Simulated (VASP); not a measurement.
## SrB: single point with PBE

SrB:

```
Sr B
1.0
     0.00000    2.97938    2.97938
     2.97938    0.00000    2.97938
     2.97938    2.97938    0.00000
Sr B
1 1
Cartesian
  0.0000 0.0000 0.0000
  2.9794 2.9794 2.9794
```

* Program: VASP 6.6.1
* Task: single point
* Functional: PBE
* Potentials or basis: VASP PAW PBE potentials, release 64 (Sr_sv, B)
* Cutoff: 520 eV
* k mesh: 6 × 6 × 6
* Occupations: gaussian, width 0.1 eV
* Spin: no spin polarisation
* Dipole correction: no
* Further INCAR settings: ALGO = Normal; EDIFF = 1e-06; NBANDS = 14

```
Pressure : 0.1 GPa
```

Levels at points of the mesh, in eV from the Fermi level:
| k point | band 2 | band 3 | band 4 | band 5 | band 6 | band 7 | band 8 | band 9 | band 10 | band 11 |
| --- | --- | --- | --- | --- | --- | --- | --- | --- | --- | --- |
| (0.00, 0.00, 0.00) | -16.63 | -16.63 | -16.63 | -6.64 | 1.65 | 1.65 | 1.65 | 3.54 | 3.54 | 3.54 |
| (0.50, 0.00, 0.00) | -16.92 | -16.65 | -16.65 | -4.91 | -2.15 | -0.04 | -0.04 | 5.18 | 5.79 | 6.01 |
| (0.50, 0.50, 0.00) | -16.88 | -16.72 | -16.72 | -5.49 | -0.68 | 0.90 | 0.90 | 1.42 | 6.01 | 6.42 |

It took 7.8 s on 1 thread of AMD EPYC 9R45 96-Core Processor (Zen 5), on a shared host, peak memory 0.14 GiB.
